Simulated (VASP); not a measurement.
A run of VASP 6.6.1 is set up as follows.

Contents of INCAR:

```
SYSTEM = Pb
  PREC = Accurate
  ENCUT = 520
  EDIFF = 1E-6
  ISMEAR = -1
  SIGMA = 0.1
  LREAL = .False.
  LASPH = .True.
  NELM = 80
  ALGO = Normal
  ISIF = 2
  LWAVE = .False.
  LCHARG = .False.
  GGA = CA
  NBANDS = 13
```

File KPOINTS:

```
Automatic mesh
0
Gamma
  18 18 18
  0 0 0
```

Contents of POSCAR:

```
Pb
1.0
    0.0000000000      2.5313919817      2.5313919817
    2.5313919817      0.0000000000      2.5313919817
    2.5313919817      2.5313919817      0.0000000000
Pb
1
Direct
    0.0000000000      0.0000000000      0.0000000000
```

Potentials or basis: VASP PAW LDA potentials, release 64 (Pb_d).

Launch:

```bash
$ cat potpaw_LDA.64/Pb_d/POTCAR > POTCAR
$ mpirun -np 1 vasp_std > vasp.out
```

Problem. Predict the band gap on the k mesh.

Solution. Zero (band 7 reaches 13.09 eV, above the bottom of band 8 at 4.86 eV).

Problem. Estimate the pressure.

Solution. -4.3 GPa.

Caveat: spin-orbit coupling is left out, which moves the levels of the heavy elements.
